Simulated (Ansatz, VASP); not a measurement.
## One calculation of ZnS, two programs

The input POSCAR:

```
ZnS
1.0
    0.0000000000      2.7020000000      2.7020000000
    2.7020000000      0.0000000000      2.7020000000
    2.7020000000      2.7020000000      0.0000000000
Zn S
1 1
Direct
    0.7500000000      0.7500000000      0.7500000000
    0.0000000000      0.0000000000      0.0000000000
```

The input INCAR.step1:

```
SYSTEM = ZnS
PREC     = Accurate       ! precision mode
ENCUT    = 520            ! plane-wave cutoff, eV
EDIFF    = 1E-5           ! SCF threshold, eV
ISMEAR   = -1             ! smearing method
SIGMA    = 0.05           ! smearing width, eV
LREAL    = .False.        ! projectors in reciprocal space
LASPH    = .True.         ! aspherical terms in the spheres
NELM     = 80             ! most SCF steps
ALGO     = Normal         ! electronic algorithm
ISIF     = 2              ! what is computed and relaxed
LWAVE    = .True.         ! write WAVECAR
LCHARG   = .False.        ! write CHGCAR
GGA      = PE             ! functional
NBANDS   = 16             ! bands
```

INCAR.step2

```
SYSTEM = ZnS
PREC     = Accurate       ! precision mode
ENCUT    = 520            ! plane-wave cutoff, eV
EDIFF    = 1E-6           ! SCF threshold, eV
ISMEAR   = -1             ! smearing method
SIGMA    = 0.05           ! smearing width, eV
LREAL    = .False.        ! projectors in reciprocal space
LASPH    = .True.         ! aspherical terms in the spheres
NELM     = 80             ! most SCF steps
ALGO     = Normal         ! electronic algorithm
ISIF     = 2              ! what is computed and relaxed
LWAVE    = .False.        ! write WAVECAR
LCHARG   = .False.        ! write CHGCAR
GGA      = PE             ! functional
LHFCALC  = .True.         ! exact exchange
AEXX     = 0.5            ! exact-exchange fraction
PRECFOCK = Normal       
ISTART   = 1            
NBANDS   = 16             ! bands
```

The input KPOINTS:

```
Automatic mesh
0
Gamma
  5 5 5
  0 0 0
```

Contents of input.yaml:

```yaml
crystal:
  lattice:
    - [0.0, 2.702, 2.702]
    - [2.702, 0.0, 2.702]
    - [2.702, 2.702, 0.0]
  atoms:
    - { symbol: Zn, position: [0.75, 0.75, 0.75] }
    - { symbol: S, position: [0.0, 0.0, 0.0] }
hamiltonian:
  xc: { exchange: pbe, correlation: pbe, exx: { coeff: 0.5 } }
  pseudopotentials: { kind: paw }
kpoints:
  mp_grid: { grid: [5, 5, 5] }
scf:
  occupations: { method: fermi_dirac, width: 0.05 }
output:
  forces: true
  stress: true
  eigenvalues: true
```

Alike in both runs: task single point; functional PBE-based global hybrid with a share of 0.5 of exact exchange; k mesh 5 × 5 × 5; occupations fermi-dirac, width 0.05 eV; no spin polarisation.

|  | VASP | Ansatz |
| --- | --- | --- |
| version | VASP 6.6.1 | Ansatz 0.2.0 |
| potentials or method | VASP PAW PBE potentials, release 64 (Zn, S) | Ansatz PAW |
| plane-wave cutoff (eV) | 520 | 420 |
| valence electrons in the cell | 18 | 18 |

VASP gave:

| Item | Value |
| --- | --- |
| gap on the k mesh at the Fermi level (eV) | 6.03 |
| least direct gap on the mesh (eV) | 6.03 |
| pressure (GPa) | -0.3 |

Question: Which values does Ansatz return?

Answer: gap on the k mesh at the Fermi level (eV): 6.01; least direct gap on the mesh (eV): 6.01; pressure (GPa): 0.0.

VASP's potentials were made for PBE, not for PBE-based global hybrid.

Noted on Ansatz's run: odd divisions of the mesh miss points on the zone boundary, where band edges often lie, so the gap on the mesh can be too wide.
